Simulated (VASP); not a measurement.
Set up this calculation in VASP 6.6.1, as the native input.

| Quantity | Value |
| --- | --- |
| Task | relaxation of cell and atoms |
| Functional | PBEsol |
| Dispersion | D3(BJ) |
| Potentials or basis | VASP PAW PBE potentials, release 64 (Te, Mo_sv) |
| Cutoff | 600 eV |
| k mesh | 9 × 9 × 1 |
| Occupations | fermi-dirac, width 0.05 eV |
| Spin | no spin polarisation |
| Dipole correction | no |
| Further INCAR settings | ALGO = Normal; EDIFF = 1e-06; IBRION = 2; EDIFFG = -0.01; NSW = 60; ISIF = 3 |

The structure of Te2Mo lies in POSCAR:

```
Te2Mo
1.0
    3.5624185427      0.0000000000      0.0000000000
   -1.7812092714      3.0851449569      0.0000000000
    0.0000000000      0.0000000000     31.5632657400
Te Mo
6 3
Direct
    0.0000000000      0.0000000000      0.0567620800
    0.3333333333      0.6666666667      0.2889862200
    0.3333333333      0.6666666667      0.8244042500
    0.3333333333      0.6666666667      0.1755957500
    0.3333333333      0.6666666667      0.7110137800
    0.0000000000      0.0000000000      0.9432379200
    0.3333333333      0.6666666667      0.0000000000
    0.0000000000      0.0000000000      0.2323060100
    0.0000000000      0.0000000000      0.7676939900
```

The input as run:

INCAR

```
SYSTEM = Te2Mo
PREC     = Accurate       ! precision mode
ENCUT    = 600            ! plane-wave cutoff, eV
EDIFF    = 1E-6           ! SCF threshold, eV
ISMEAR   = -1             ! smearing method
SIGMA    = 0.05           ! smearing width, eV
LREAL    = .False.        ! projectors in reciprocal space
LASPH    = .True.         ! aspherical terms in the spheres
NELM     = 60             ! most SCF steps
ALGO     = Normal         ! electronic algorithm
ISIF     = 3              ! what is computed and relaxed
LWAVE    = .False.        ! write WAVECAR
LCHARG   = .False.        ! write CHGCAR
GGA      = PS             ! functional
IVDW     = 12             ! dispersion correction
IBRION   = 2              ! ionic algorithm
NSW      = 60             ! ionic steps
EDIFFG   = -0.01          ! ionic threshold
```

KPOINTS

```
regular mesh
0
Gamma
  9 9 1
  0 0 0
```

Potentials or basis: VASP PAW PBE potentials, release 64 (Te, Mo_sv).

Command:

```console
$ cat potpaw_PBE.64/Te/POTCAR potpaw_PBE.64/Mo_sv/POTCAR > POTCAR
$ mpirun -np 1 vasp_std > vasp.out
```

Results of the run:

```yaml
Relaxed_cell: a = 3.438 Å, b = 3.438 Å, c = 28.926 Å, α = 90.00°, β = 90.00°, γ = 120.00°
Space_group_after_relaxing_to_0.1_Å: P-6m2 (No. 187)
Energy_gained_by_relaxing: 66.1 meV/atom
Ionic_steps: 15
Largest_force_after_relaxing: 0.009 eV/Å
Band_gap_on_the_k_mesh: 0.63 eV (least direct gap 1.09 eV)
Dispersion_energy_per_atom: -0.496 eV
```

Caveat: the PAW data sets were made with another functional, which shifts forces and pressure a little; spin-orbit coupling is left out, which moves the levels of the heavy elements.

Run time: 35 min on 1 thread of AMD EPYC 9R45 96-Core Processor (Zen 5) (shared host), peak memory 0.6 GiB.
